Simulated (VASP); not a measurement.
# Pt3PbC (Pm-3m) in VASP: notebook

Runs on Pt3PbC. Level: PBE. Tasks: single point.

All numbers are computed with VASP 6.6.1; they aren't measurements. Logs are shortened: lines on timing, memory, paths and dates and some standing lists are left out, and cuts for length are marked.

## 1. The cell of the first run

Symmetry: Pm-3m, No. 221, cubic system. Conventional cell: a = 4.348 Å, b = 4.348 Å, c = 4.348 Å, α = 90.00°, β = 90.00°, γ = 90.00°. Within 2.9 Å of Pt (site symmetry 4/mmm) lie 2 C at 2.17 Å. Within 4.0 Å of Pb (site symmetry m-3m) lie 12 Pt at 3.07 Å and 8 C at 3.77 Å. C (site symmetry m-3m) has 6 Pt at 2.17 Å within 2.9 Å.

## 2. Single point, PBE

File INCAR:

```
SYSTEM = Pt3PbC
PREC = Accurate
ENCUT = 520
EDIFF = 1E-6
ISMEAR = -1
SIGMA = 0.25
LREAL = .FALSE.
LASPH = .TRUE.
NELM = 100
ALGO = Normal
ISIF = 2
LWAVE = .FALSE.
LCHARG = .TRUE.
GGA = PE
LELF = .TRUE.
LVHAR = .TRUE.
NBANDS = 32
```

File KPOINTS:

```
Automatic mesh
0
G
  5 5 5
  0 0 0
```

File POSCAR:

```
Pt3PbC
1.0
    4.3480430000      0.0000000000      0.0000000000
    0.0000000000      4.3480430000      0.0000000000
    0.0000000000      0.0000000000      4.3480430000
Pt Pb C
3 1 1
Direct
    0.0000000000      0.5000000000      0.5000000000
    0.5000000000      0.5000000000      0.0000000000
    0.5000000000      0.0000000000      0.5000000000
    0.0000000000      0.0000000000      0.0000000000
    0.5000000000      0.5000000000      0.5000000000
```

Potentials or basis: VASP PAW PBE potentials, release 64 (Pt, Pb_d, C).

On the command line:

```
$ cat potpaw_PBE.64/Pt/POTCAR potpaw_PBE.64/Pb_d/POTCAR potpaw_PBE.64/C/POTCAR > POTCAR
$ mpirun -np 1 vasp_std > vasp.out
```

OUTCAR:

```text
SYSTEM = Pt3PbC
   PREC = Accurate
   ENCUT = 520
   EDIFF = 1E-6
   ISMEAR = -1
   LREAL = .FALSE.
   LASPH = .TRUE.
   NELM = 100
   ISIF = 2
   GGA = PE

 ion  position               nearest neighbor table
   1  0.000  0.500  0.500-   5 2.17   5 2.17   4 3.07   2 3.07   2 3.07   4 3.07   3 3.07   4 3.07
                             4 3.07   2 3.07   3 3.07   3 3.07   2 3.07   3 3.07
   2  0.500  0.500  0.000-   5 2.17   5 2.17   4 3.07   1 3.07   1 3.07   3 3.07   3 3.07   3 3.07
                             4 3.07   3 3.07   1 3.07   4 3.07   1 3.07   4 3.07
   3  0.500  0.000  0.500-   5 2.17   5 2.17   4 3.07   1 3.07   2 3.07   4 3.07   1 3.07   2 3.07
                             2 3.07   2 3.07   1 3.07   4 3.07   4 3.07   1 3.07
   4  0.000  0.000  0.000-   1 3.07   2 3.07   3 3.07   1 3.07   3 3.07   1 3.07   2 3.07   1 3.07
                             2 3.07   3 3.07   3 3.07   2 3.07
   5  0.500  0.500  0.500-   1 2.17   2 2.17   3 2.17   2 2.17   3 2.17   1 2.17

  LATTYP: Found a simple cubic cell.
 ALAT       =     4.3480430000

  Lattice vectors:

 A1 = (   4.3480430000,   0.0000000000,   0.0000000000)
 A2 = (   0.0000000000,   4.3480430000,   0.0000000000)
 A3 = (   0.0000000000,   0.0000000000,   4.3480430000)

Analysis of symmetry for initial positions (statically):
=====================================================================
 Subroutine PRICEL returns:
 Original cell was already a primitive cell.

 Routine SETGRP: Setting up the symmetry group for a
 simple cubic supercell.

 Subroutine GETGRP returns: Found 48 space group operations
 (whereof 48 operations were pure point group operations)
 out of a pool of 48 trial point group operations.

The static configuration has the point symmetry O_h .

Analysis of symmetry for dynamics (positions and initial velocities):
=====================================================================
 Subroutine PRICEL returns:
 Original cell was already a primitive cell.

 Routine SETGRP: Setting up the symmetry group for a
 simple cubic supercell.

 Subroutine GETGRP returns: Found 48 space group operations
 (whereof 48 operations were pure point group operations)
 out of a pool of 48 trial point group operations.

The dynamic configuration has the point symmetry O_h .

 Subroutine INISYM returns: Found 48 space group operations
 (whereof 48 operations are pure point group operations),
 and found     1 'primitive' translations

----------------------------------------------------------------------------------------

                                     Primitive cell

  volume of cell :      82.2018

  direct lattice vectors                    reciprocal lattice vectors
     4.348043000  0.000000000  0.000000000     0.229988526  0.000000000  0.000000000
     0.000000000  4.348043000  0.000000000     0.000000000  0.229988526  0.000000000
     0.000000000  0.000000000  4.348043000     0.000000000  0.000000000  0.229988526

  length of vectors
     4.348043000  4.348043000  4.348043000     0.229988526  0.229988526  0.229988526

  position of ions in fractional coordinates (direct lattice)
     0.000000000  0.500000000  0.500000000
     0.500000000  0.500000000  0.000000000
     0.500000000  0.000000000  0.500000000
     0.000000000  0.000000000  0.000000000
     0.500000000  0.500000000  0.500000000

  ion indices of the primitive-cell ions
   primitive index   ion index
                 1           1
                 2           2
                 3           3
                 4           4
                 5           5

----------------------------------------------------------------------------------------

 KPOINTS: Automatic mesh

Automatic generation of k-mesh.
 Grid dimensions read from file:
 generate k-points for:    5    5    5

 Generating k-lattice:

  Cartesian coordinates                     Fractional coordinates (reciprocal lattice)
     0.045997705  0.000000000  0.000000000     0.200000000  0.000000000  0.000000000
     0.000000000  0.045997705  0.000000000     0.000000000  0.200000000  0.000000000
     0.000000000  0.000000000  0.045997705     0.000000000  0.000000000  0.200000000

  Length of vectors
     0.045997705  0.045997705  0.045997705

  Shift w.r.t. Gamma in fractional coordinates (k-lattice)
     0.000000000  0.000000000  0.000000000

 Subroutine IBZKPT returns following result:
 ===========================================

 Found     10 irreducible k-points:

 Following reciprocal coordinates:
            Coordinates               Weight
  0.000000  0.000000  0.000000      1.000000
  0.200000  0.000000  0.000000      6.000000
  0.400000  0.000000  0.000000      6.000000
  0.200000  0.200000  0.000000     12.000000
  0.400000  0.200000  0.000000     24.000000
  0.400000  0.400000  0.000000     12.000000
  0.200000  0.200000  0.200000      8.000000
  0.400000  0.200000  0.200000     24.000000
  0.400000  0.400000  0.200000     24.000000
  0.400000  0.400000  0.400000      8.000000
   k-points           NKPTS =     10   k-points in BZ     NKDIM =     10   number of bands    NBANDS=     32
   number of dos      NEDOS =    301   number of ions     NIONS =      5
   total plane-waves  NPLWV =  32768
   dimension x,y,z NGX =    32 NGY =   32 NGZ =   32
   dimension x,y,z NGXF=    64 NGYF=   64 NGZF=   64
   ions per type =               3   1   1
   NGX,Y,Z   is equivalent  to a cutoff of  12.24, 12.24, 12.24 a.u.
   NGXF,Y,Z  is equivalent  to a cutoff of  24.47, 24.47, 24.47 a.u.
 SYSTEM =  Pt3PbC
   PREC   = accura    normal or accurate (medium, high low for compatibility)
   ISTART =      0    job   : 0-new  1-cont  2-samecut
   ICHARG =      2    charge: 1-file 2-atom 10-const
   ISPIN  =      1    spin polarized calculation?
   LNONCOLLINEAR =      F non collinear calculations
   LSORBIT =      F    spin-orbit coupling
   LASPH  =      T    aspherical Exc in radial PAW
   ENCUT  =  520.0 eV  38.22 Ry    6.18 a.u.   8.08  8.08  8.08*2*pi/ulx,y,z
   NELM   =    100;   NELMIN=  2; NELMDL= -5     # of ELM steps
   EDIFF  = 0.1E-05   stopping-criterion for ELM
   LREAL  =      F    real-space projection
   EDIFFG = 0.1E-04   stopping-criterion for IOM
   NSW    =      0    number of steps for IOM
   IBRION =     -1    ionic relax: 0-MD 1-quasi-New 2-CG
   NFREE  =      0    steps in history (QN), initial steepest desc. (CG)
   ISIF   =      2    stress and relaxation
   ISYM   =      2    0-nonsym 1-usesym 2-fastsym
   POTIM  = 0.5000    time-step for ionic-motion
   TEBEG  =    0.0;   TEEND  =   0.0 temperature during run
   PSTRESS=    0.0 pullay stress
   NELECT =      48.0000    total number of electrons
   NUPDOWN=      -1.0000    fix difference up-down
   EMIN   =  10.00;   EMAX   =-10.00  energy-range for DOS
   EFERMI =   0.00;   METHOD = LEGACY
   ISMEAR =    -1;   SIGMA  =   0.25  broadening in eV -4-tet -1-fermi 0-gaus
   EFERMI_NEDOS =   21; number of points for ismear=-14 and -15
   IALGO  =     38    algorithm
   IMIX   =      4    mixing-type and parameters
     AMIX     =   0.40;   BMIX     =  1.00
     AMIX_MAG =   1.60;   BMIX_MAG =  1.00
  volume/ion in A,a.u.               =      16.44       110.95
  Fermi-wavevector in a.u.,A,eV,Ry     =   1.368342  2.585792 25.475012  1.872361
  Thomas-Fermi vector in A             =   2.494315
   LORBIT       =      0    0 simple, 1 ext, 2 COOP (PROOUT), +10 PAW based schemes
   GGA     = PE    functional components
[... 5 lines left out ...]
 non-spin polarized calculation
  energy-cutoff  :      520.00
  volume of cell :       82.20
 maximum number of plane-waves:      2233
   NGX = 17   NGY = 17   NGZ = 17

 number of electron      47.9999992 magnetization

 Free energy of the ion-electron system (eV)
  ---------------------------------------------------
  ext. energy  EPLUGINS =         0.00000000
  ---------------------------------------------------
  free energy    TOTEN  =       -29.48467894 eV

  energy without entropy =      -28.85493096  energy(sigma->0) =      -29.16980495

 E-fermi :   9.3565     XC(G=0): -12.2665

 val. band max:        9.3126061531   @ k =   0.2000   0.2000   0.0000
 cond. band min:       9.7552978945   @ k =   0.4000   0.2000   0.0000
 fundamental gap:      0.4426917414
 Fermi energy:         9.3565130345

 k-point     1 :       0.0000    0.0000    0.0000
  band No.  band energies     occupation
      1      -7.2338      2.00000
      2      -7.2338      2.00000
      3      -7.2158      2.00000
      4      -7.2158      2.00000
      5      -7.2158      2.00000
      6      -4.4023      2.00000
[... 24 lines left out ...]
     31      14.2346      0.00000
     32      17.9271      0.00000

 k-point     2 :       0.2000    0.0000    0.0000
  band No.  band energies     occupation
      1      -7.2279      2.00000
      2      -7.2158      2.00000
      3      -7.2145      2.00000
      4      -7.2120      2.00000
      5      -7.2120      2.00000
      6      -4.1547      2.00000
[... 24 lines left out ...]
     31      15.2071      0.00000
     32      16.9712      0.00000

 k-point     3 :       0.4000    0.0000    0.0000
  band No.  band energies     occupation
      1      -7.2185      2.00000
      2      -7.2124      2.00000
      3      -7.2059      2.00000
      4      -7.2059      2.00000
      5      -7.1866      2.00000
      6      -3.6548      2.00000
[... 24 lines left out ...]
     31      16.3543      0.00000
     32      16.3543      0.00000

 k-point     4 :       0.2000    0.2000    0.0000
  band No.  band energies     occupation
      1      -7.2221      2.00000
      2      -7.2116      2.00000
      3      -7.2105      2.00000
      4      -7.2099      2.00000
      5      -7.2041      2.00000
      6      -3.9051      2.00000
[... 164 lines left out ...]
     31      15.8682      0.00000
     32      17.4816      0.00000

 k-point     9 :       0.4000    0.4000    0.2000
  band No.  band energies     occupation
      1      -7.2363      2.00000
      2      -7.2173      2.00000
      3      -7.2170      2.00000
      4      -7.1850      2.00000
      5      -7.1592      2.00000
      6      -2.6066      2.00000
[... 24 lines left out ...]
     31      16.6124      0.00000
     32      17.5399      0.00000

 k-point    10 :       0.4000    0.4000    0.4000
  band No.  band energies     occupation
      1      -7.2363      2.00000
      2      -7.2362      2.00000
      3      -7.2362      2.00000
      4      -7.1627      2.00000
      5      -7.1627      2.00000
      6      -2.0294      2.00000
[... 24 lines left out ...]
     31      16.8094      0.00000
     32      18.6224      0.00000

------------------------ aborting loop because EDIFF is reached ----------------------------------------

  FORCE on cell =-STRESS in cart. coord.  units (eV):
  Direction    XX          YY          ZZ          XY          YZ          ZX
  --------------------------------------------------------------------------------------
  -------------------------------------------------------------------------------------
  Total       -0.3520994     -0.3520994     -0.3520994     -0.0000000      0.0000000     -0.0000000
  in kB       -6.8626894     -6.8626894     -6.8626894     -0.0000000      0.0000000     -0.0000000
  external PRESSURE =      -6.8626894 kB  Pullay stress =       0.0000000 kB

 VOLUME and BASIS-vectors are now :
 -----------------------------------------------------------------------------
  energy-cutoff  :      520.00
  volume of cell :       82.20
      direct lattice vectors                 reciprocal lattice vectors
     4.348043000  0.000000000  0.000000000     0.229988526  0.000000000  0.000000000
     0.000000000  4.348043000  0.000000000     0.000000000  0.229988526  0.000000000
     0.000000000  0.000000000  4.348043000     0.000000000  0.000000000  0.229988526

 POSITION                                       TOTAL-FORCE (eV/Angst)
 -----------------------------------------------------------------------------------
      0.00000      2.17402      2.17402         0.000000      0.000000      0.000000
      2.17402      2.17402      0.00000         0.000000      0.000000      0.000000
      2.17402      0.00000      2.17402         0.000000      0.000000      0.000000
      0.00000      0.00000      0.00000         0.000000      0.000000      0.000000
      2.17402      2.17402      2.17402         0.000000      0.000000      0.000000
 -----------------------------------------------------------------------------------
    total drift:                                0.000000     -0.000000     -0.000000

  FREE ENERGIE OF THE ION-ELECTRON SYSTEM (eV)
  ---------------------------------------------------
  free  energy   TOTEN  =       -29.4846789354 eV

  energy  without entropy=      -28.8549309620  energy(sigma->0) =      -29.16980495
```

It took 12 s on 1 thread of Intel Xeon 6975P-C (Granite Rapids), shared host; peak memory 0.19 GiB.

Results:

| Item | Value |
| --- | --- |
| Free energy | -29.4847 eV |
| Pressure | -0.7 GPa |
| Band gap on the k mesh | zero (band 24 reaches 9.27 eV, above the bottom of band 25 at 8.87 eV) |

Levels at points of the mesh, in eV from the Fermi level:
| k point | band 23 | band 24 | band 25 | band 26 | band 27 | band 28 |
| --- | --- | --- | --- | --- | --- | --- |
| (0.00, 0.00, 0.00) | -0.76 | -0.76 | -0.07 | 1.14 | 1.14 | 1.14 |

Caveat: spin-orbit coupling is left out, which moves the levels of the heavy elements.

[end of part 1 of 2]
